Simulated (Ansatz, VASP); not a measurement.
MoS2 in VASP and in Ansatz

File INCAR:

```
SYSTEM = MoS2
ALGO = Normal
EDIFF = 1E-6
ENCUT = 500
GGA = PE
GGA_COMPAT = .FALSE.
ISIF = 2
ISMEAR = 0
IVDW = 12
LASPH = .TRUE.
LCHARG = .TRUE.
LELF = .TRUE.
LREAL = .FALSE.
LVHAR = .TRUE.
LWAVE = .FALSE.
NBANDS = 20
NELM = 120
PREC = Accurate
SIGMA = 0.05
```

Contents of KPOINTS:

```
k-points
0
G
  12 12 6
  0 0 0
```

File POSCAR:

```
MoS2
1.0
    3.0089878490      0.0000000000      0.0000000000
   -1.5044939245      2.6058599169      0.0000000000
    0.0000000000      0.0000000000      6.6971042555
Mo S
1 2
Direct
    0.0000000000      0.0000000000      0.0000000000
    0.3333333333      0.6666666667      0.2357940733
    0.3333333333      0.6666666667      0.7642059267
```

Input for Ansatz:

```yaml
crystal:
  lattice:
    - [3.008987849, 0.0, 0.0]
    - [-1.5044939245, 2.6058599169, 0.0]
    - [0.0, 0.0, 6.6971042555]
  atoms:
    - { symbol: Mo, position: [0.0, 0.0, 0.0] }
    - { symbol: S, position: [0.3333333333, 0.6666666667, 0.2357940733] }
    - { symbol: S, position: [0.3333333333, 0.6666666667, 0.7642059267] }
basis:
  ecutwfc: 420
kpoints:
  mp_grid: { grid: [12, 12, 6] }
hamiltonian:
  xc: pbe
  dispersion: d3bj
scf:
  occupations: { method: gaussian, width: 0.05 }
output:
  forces: true
  stress: true
  eigenvalues: true
```

Alike in both runs: task single point; functional PBE; dispersion D3(BJ); k mesh 12 × 12 × 6; occupations gaussian, width 0.05 eV; no spin polarisation.

|  | VASP | Ansatz |
| --- | --- | --- |
| version | VASP 6.6.1 | Ansatz 0.2.0 |
| potentials or method | VASP PAW PBE potentials, release 64 (Mo_sv, S), cutoff 500 eV | scalar-relativistic, plane waves, PAW |
| valence electrons in the cell | 26 | 26 |

|  | VASP | Ansatz | Ansatz less VASP |
| --- | --- | --- | --- |
| gap on the k mesh at the Fermi level (eV) | 1.45 | 1.45 | +0.001 |
| least direct gap on the mesh (eV) | 2.28 | 2.26 | -0.018 |
| pressure (GPa) | 13.3 | 13.5 | +0.18 |
| traceless stress, the component that is largest in VASP (GPa) | -6.04 | -5.96 | +0.085 |
| rms of the force components (eV/Å) | 0.374 | 0.384 | +0.0091 |

Atom by atom the forces differ by 0.009 eV/Å (rms over components).
